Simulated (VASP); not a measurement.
# Os (P6_3/mmc) in VASP: notebook

Runs on Os. Level: PBE. Tasks: single point.

Program: VASP 6.6.1. These are calculated values, not measurements. Logs are shortened: lines on timing, memory, paths and dates and some standing lists are left out, and cuts for length are marked.

## Step 1: The cell of the first run

Symmetry: P6_3/mmc, No. 194, hexagonal system. The conventional cell has a = 2.540 Å, b = 2.540 Å, c = 4.048 Å, α = 90.00°, β = 90.00°, γ = 120.00°. Within 3.3 Å of Os (site symmetry -6m2) lie 12 Os at 2.50 to 2.54 Å.

## Step 2: Single point, PBE

Contents of INCAR:

```
SYSTEM = Os
PREC = Accurate
ENCUT = 520
EDIFF = 1E-6
ISMEAR = -1
SIGMA = 0.1
LREAL = .False.
LASPH = .True.
NELM = 80
ALGO = Normal
ISIF = 2
LWAVE = .False.
LCHARG = .False.
GGA = PE
NBANDS = 15
```

Contents of KPOINTS:

```
regular mesh
0
Gamma
  17 17 10
  0 0 0
```

Contents of POSCAR:

```
Os
1.0
    2.5400573100      0.0000000000      0.0000000000
   -1.2700286550      2.1997541575      0.0000000000
    0.0000000000      0.0000000000      4.0476368401
Os
2
Direct
    0.3333333333      0.6666666667      0.2500000000
    0.6666666667      0.3333333333      0.7500000000
```

Potentials or basis: VASP PAW PBE potentials, release 64 (Os).

Command:

```console
$ cat potpaw_PBE.64/Os/POTCAR > POTCAR
$ mpirun -np 1 vasp_std > vasp.out
```

OUTCAR:

```text
SYSTEM = Os
   PREC = Accurate
   ENCUT = 520
   EDIFF = 1E-6
   ISMEAR = -1
   LREAL = .False.
   LASPH = .True.
   NELM = 80
   ISIF = 2
   GGA = PE

 ion  position               nearest neighbor table
   1  0.333  0.667  0.250-   2 2.50   2 2.50   2 2.50   2 2.50   2 2.50   2 2.50
   2  0.667  0.333  0.750-   1 2.50   1 2.50   1 2.50   1 2.50   1 2.50   1 2.50

  LATTYP: Found a hexagonal cell.
 ALAT       =     2.5400573100
 C/A-ratio  =     1.5935218564

  Lattice vectors:

 A1 = (   2.5400573100,   0.0000000000,   0.0000000000)
 A2 = (  -1.2700286550,   2.1997541575,   0.0000000000)
 A3 = (   0.0000000000,   0.0000000000,   4.0476368401)

Analysis of symmetry for initial positions (statically):
=====================================================================
 Subroutine PRICEL returns:
 Original cell was already a primitive cell.

 Routine SETGRP: Setting up the symmetry group for a
 hexagonal supercell.

 Subroutine GETGRP returns: Found 24 space group operations
 (whereof 12 operations were pure point group operations)
 out of a pool of 24 trial point group operations.

The static configuration has the point symmetry D_3d.
 The point group associated with its full space group is D_6h.

Analysis of symmetry for dynamics (positions and initial velocities):
=====================================================================
 Subroutine PRICEL returns:
 Original cell was already a primitive cell.

 Routine SETGRP: Setting up the symmetry group for a
 hexagonal supercell.

 Subroutine GETGRP returns: Found 24 space group operations
 (whereof 12 operations were pure point group operations)
 out of a pool of 24 trial point group operations.

The dynamic configuration has the point symmetry D_3d.
 The point group associated with its full space group is D_6h.

 Subroutine INISYM returns: Found 24 space group operations
 (whereof 12 operations are pure point group operations),
 and found     1 'primitive' translations

----------------------------------------------------------------------------------------

                                     Primitive cell

  volume of cell :      22.6162

  direct lattice vectors                    reciprocal lattice vectors
     2.540057310  0.000000000  0.000000000     0.393691905  0.227298127  0.000000000
    -1.270028655  2.199754158  0.000000000     0.000000000  0.454596254  0.000000000
     0.000000000  0.000000000  4.047636840     0.000000000  0.000000000  0.247057738

  length of vectors
     2.540057310  2.540057310  4.047636840     0.454596254  0.454596254  0.247057738

  position of ions in fractional coordinates (direct lattice)
     0.333333333  0.666666667  0.250000000
     0.666666667  0.333333333  0.750000000

  ion indices of the primitive-cell ions
   primitive index   ion index
                 1           1
                 2           2

----------------------------------------------------------------------------------------

 KPOINTS: regular mesh

Automatic generation of k-mesh.
 Grid dimensions read from file:
 generate k-points for:   17   17   10

 Generating k-lattice:

  Cartesian coordinates                     Fractional coordinates (reciprocal lattice)
     0.023158347  0.013370478  0.000000000     0.058823529  0.000000000  0.000000000
     0.000000000  0.026740956  0.000000000     0.000000000  0.058823529  0.000000000
     0.000000000  0.000000000  0.024705774     0.000000000  0.000000000  0.100000000

  Length of vectors
     0.026740956  0.026740956  0.024705774

  Shift w.r.t. Gamma in fractional coordinates (k-lattice)
     0.000000000  0.000000000  0.000000000

 Subroutine IBZKPT returns following result:
 ===========================================

 Found    198 irreducible k-points:

 Following reciprocal coordinates:
            Coordinates               Weight
  0.000000  0.000000  0.000000      1.000000
  0.058824  0.000000  0.000000      6.000000
  0.117647 -0.000000  0.000000      6.000000
  0.176471 -0.000000  0.000000      6.000000
  0.235294 -0.000000  0.000000      6.000000
  0.294118 -0.000000  0.000000      6.000000
[... 16 lines left out ...]
  0.411765  0.117647  0.000000     12.000000
  0.176471  0.176471  0.000000      6.000000
 [... further k-points ...]
   k-points           NKPTS =    198   k-points in BZ     NKDIM =    198   number of bands    NBANDS=     15
   number of dos      NEDOS =    301   number of ions     NIONS =      2
   total plane-waves  NPLWV =  12000
   dimension x,y,z NGX =    20 NGY =   20 NGZ =   30
   dimension x,y,z NGXF=    40 NGYF=   40 NGZF=   60
   ions per type =               2
   NGX,Y,Z   is equivalent  to a cutoff of  13.09, 13.09, 12.32 a.u.
   NGXF,Y,Z  is equivalent  to a cutoff of  26.18, 26.18, 24.64 a.u.
 SYSTEM =  Os
   PREC   = accura    normal or accurate (medium, high low for compatibility)
   ISTART =      0    job   : 0-new  1-cont  2-samecut
   ICHARG =      2    charge: 1-file 2-atom 10-const
   ISPIN  =      1    spin polarized calculation?
   LNONCOLLINEAR =      F non collinear calculations
   LSORBIT =      F    spin-orbit coupling
   LASPH  =      T    aspherical Exc in radial PAW
   ENCUT  =  520.0 eV  38.22 Ry    6.18 a.u.   4.72  4.72  7.53*2*pi/ulx,y,z
   NELM   =     80;   NELMIN=  2; NELMDL= -5     # of ELM steps
   EDIFF  = 0.1E-05   stopping-criterion for ELM
   LREAL  =      F    real-space projection
   EDIFFG = 0.1E-04   stopping-criterion for IOM
   NSW    =      0    number of steps for IOM
   IBRION =     -1    ionic relax: 0-MD 1-quasi-New 2-CG
   NFREE  =      0    steps in history (QN), initial steepest desc. (CG)
   ISIF   =      2    stress and relaxation
   ISYM   =      2    0-nonsym 1-usesym 2-fastsym
   POTIM  = 0.5000    time-step for ionic-motion
   TEBEG  =    0.0;   TEEND  =   0.0 temperature during run
   PSTRESS=    0.0 pullay stress
   NELECT =      16.0000    total number of electrons
   NUPDOWN=      -1.0000    fix difference up-down
   EMIN   =  10.00;   EMAX   =-10.00  energy-range for DOS
   EFERMI =   0.00;   METHOD = LEGACY
   ISMEAR =    -1;   SIGMA  =   0.10  broadening in eV -4-tet -1-fermi 0-gaus
   EFERMI_NEDOS =   21; number of points for ismear=-14 and -15
   IALGO  =     38    algorithm
   IMIX   =      4    mixing-type and parameters
     AMIX     =   0.40;   BMIX     =  1.00
     AMIX_MAG =   1.60;   BMIX_MAG =  1.00
  volume/ion in A,a.u.               =      11.31        76.31
  Fermi-wavevector in a.u.,A,eV,Ry     =   1.458731  2.756601 28.951768  2.127895
  Thomas-Fermi vector in A             =   2.575381
   LORBIT       =      0    0 simple, 1 ext, 2 COOP (PROOUT), +10 PAW based schemes
   GGA     = PE    functional components
   LHFCALC =     F    Hartree Fock is set to
   AEXX    =    0.0000 exact exchange contribution
   IVDW    =     0    specifies the selected vdW correction
   LEPSILON=     F    determine dielectric tensor
   LRPA    =     F    only Hartree local field effects (RPA)
 non-spin polarized calculation
  energy-cutoff  :      520.00
  volume of cell :       22.62
 maximum number of plane-waves:       640
 NGX is ok and might be reduce to    20
   NGX =  9   NGY =  9   NGZ = 15

 number of electron      15.9999999 magnetization

 Free energy of the ion-electron system (eV)
  ---------------------------------------------------
  ext. energy  EPLUGINS =         0.00000000
  ---------------------------------------------------
  free energy    TOTEN  =       -20.05864903 eV

  energy without entropy =      -20.02738963  energy(sigma->0) =      -20.04301933

 E-fermi :  13.1073     XC(G=0): -15.3136

 val. band max:       13.1011773786   @ k =   0.3529   0.1765   0.3000
 cond. band min:      13.1102655671   @ k =   0.2941   0.0588   0.1000
 fundamental gap:      0.0090881885
 Fermi energy:        13.1072949095

 k-point     1 :       0.0000    0.0000    0.0000
  band No.  band energies     occupation
      1       0.1071      2.00000
      2       2.9620      2.00000
      3       8.8381      2.00000
      4       8.8381      2.00000
      5       9.0788      2.00000
      6      10.0011      2.00000
      7      10.0011      2.00000
      8      11.0295      2.00000
      9      11.0295      2.00000
     10      13.1988      0.57188
     11      15.3404      0.00000
     12      15.3404      0.00000
     13      24.7298      0.00000
     14      26.8488      0.00000
     15      29.7465      0.00000

 k-point     2 :       0.0588    0.0000    0.0000
  band No.  band energies     occupation
      1       0.2907      2.00000
      2       3.1292      2.00000
      3       8.3917      2.00000
      4       9.0060      2.00000
      5       9.4662      2.00000
      6       9.8775      2.00000
      7      10.1612      2.00000
      8      10.7739      2.00000
      9      10.8822      2.00000
     10      12.3495      1.99898
     11      15.4531      0.00000
     12      16.4576      0.00000
     13      24.7758      0.00000
     14      27.2649      0.00000
     15      30.0019      0.00000

 k-point     3 :       0.1176   -0.0000    0.0000
  band No.  band energies     occupation
      1       0.8179      2.00000
      2       3.5860      2.00000
      3       7.7879      2.00000
      4       9.5034      2.00000
      5       9.5090      2.00000
      6       9.8297      2.00000
      7      10.0387      2.00000
      8      10.5024      2.00000
      9      10.6336      2.00000
     10      11.4929      2.00000
     11      15.7306      0.00000
     12      18.3136      0.00000
     13      24.8118      0.00000
     14      28.4291      0.00000
     15      30.6588      0.00000
[... 343 lines left out ...]
 k-point    23 :       0.4118    0.1176    0.0000
  band No.  band energies     occupation
      1       3.9415      2.00000
      2       4.3592      2.00000
      3       4.6934      2.00000
      4       8.1602      2.00000
      5       9.0051      2.00000
      6       9.5167      2.00000
      7      10.5942      2.00000
      8      15.6158      0.00000
      9      16.0642      0.00000
     10      16.5085      0.00000
     11      19.2024      0.00000
     12      21.5438      0.00000
     13      24.6759      0.00000
     14      25.1547      0.00000
     15      27.8969      0.00000

 k-point    24 :       0.1765    0.1765    0.0000
  band No.  band energies     occupation
      1       3.9154      2.00000
      2       5.5145      2.00000
      3       6.0533      2.00000
      4       6.1054      2.00000
      5       8.3769      2.00000
      6       9.0460      2.00000
      7      10.6195      2.00000
      8      11.7534      2.00000
      9      13.4571      0.05876
     10      14.8201      0.00000
     11      16.1995      0.00000
     12      24.0278      0.00000
     13      24.8553      0.00000
     14      29.0461      0.00000
     15      29.1564      0.00000

 [... further k-points ...]
[... 5 lines left out ...]
  --------------------------------------------------------------------------------------
  -------------------------------------------------------------------------------------
  Total       23.4289283     23.4289283     23.3792517     -0.0000000      0.0000000      0.0000000
  in kB     1659.7543045   1659.7543045   1656.2351090     -0.0000000      0.0000000      0.0000000
  external PRESSURE =    1658.5812393 kB  Pullay stress =       0.0000000 kB

 VOLUME and BASIS-vectors are now :
 -----------------------------------------------------------------------------
  energy-cutoff  :      520.00
  volume of cell :       22.62
      direct lattice vectors                 reciprocal lattice vectors
     2.540057310  0.000000000  0.000000000     0.393691905  0.227298127  0.000000000
    -1.270028655  2.199754158  0.000000000     0.000000000  0.454596254  0.000000000
     0.000000000  0.000000000  4.047636840     0.000000000  0.000000000  0.247057738

 POSITION                                       TOTAL-FORCE (eV/Angst)
 -----------------------------------------------------------------------------------
     -0.00000      1.46650      1.01191         0.000000      0.000000      0.000000
      1.27003      0.73325      3.03573        -0.000000     -0.000000      0.000000
 -----------------------------------------------------------------------------------
    total drift:                                0.000000     -0.000000     -0.000000

  FREE ENERGIE OF THE ION-ELECTRON SYSTEM (eV)
  ---------------------------------------------------
  free  energy   TOTEN  =       -20.0586490254 eV

  energy  without entropy=      -20.0273896251  energy(sigma->0) =      -20.04301933
```

It took 60 s on 1 thread of AMD EPYC 7R43 (Zen 3), shared host; peak memory 0.15 GiB.

What came out:

| Item | Value |
| --- | --- |
| Free energy | -20.0586 eV |
| Pressure | 165.9 GPa |
| Band gap on the k mesh | zero (band 8 reaches 16.09 eV, above the bottom of band 9 at 10.50 eV) |

Caveat: spin-orbit coupling is left out, which moves the levels of the heavy elements.

## Step 3: Single point, PBE

Contents of INCAR:

```
SYSTEM = Os
  PREC = Accurate
  ENCUT = 520
  EDIFF = 1E-7
  ISMEAR = -1
  SIGMA = 0.1
  LREAL = .False.
  LASPH = .True.
  NELM = 80
  ALGO = Normal
  ISIF = 2
  LWAVE = .False.
  LCHARG = .True.
  GGA = PE
  LELF = .True.
  LVHAR = .True.
  NBANDS = 15
```

Contents of KPOINTS:

```
Automatic mesh
0
Gamma
  17 17 10
  0 0 0
```

Contents of POSCAR:

```
Os
1.0
    2.5396396836      0.0000000000      0.0000000000
   -1.2698198418      2.1993924824      0.0000000000
    0.0000000000      0.0000000000      4.0470634111
Os
2
Direct
    0.3333333333      0.6666666667      0.2500000000
    0.6666666667      0.3333333333      0.7500000000
```

Potentials or basis: VASP PAW PBE potentials, release 64 (Os).

Command:

```console
$ cat potpaw_PBE.64/Os/POTCAR > POTCAR
$ mpirun -np 1 vasp_std > vasp.out
```

Wall time 61 s (1 thread of AMD EPYC 7R43 (Zen 3), shared host); peak memory 0.15 GiB.

Results (log left out):

| Quantity | Value |
| --- | --- |
| Free energy | -20.0476 eV |
| Pressure | 166.4 GPa |
| Band gap on the k mesh | zero (band 8 reaches 16.10 eV, above the bottom of band 9 at 10.51 eV) |

Stress tensor (GPa, compression positive):
```
166.50   0.00   0.00
  0.00 166.50   0.00
  0.00   0.00 166.14
```

Levels at points of the mesh, in eV from the Fermi level:
| k point | band 4 | band 5 | band 6 | band 7 | band 8 | band 9 | band 10 | band 11 | band 12 | band 13 |
| --- | --- | --- | --- | --- | --- | --- | --- | --- | --- | --- |
| (0.00, 0.00, 0.00) | -4.27 | -4.03 | -3.11 | -3.11 | -2.08 | -2.08 | 0.09 | 2.23 | 2.23 | 11.63 |
| (0.00, 0.00, 0.50) | -4.75 | -4.48 | -4.48 | -4.48 | -4.48 | 1.24 | 1.24 | 1.24 | 1.24 | 13.55 |

Caveat: spin-orbit coupling is left out, which moves the levels of the heavy elements.
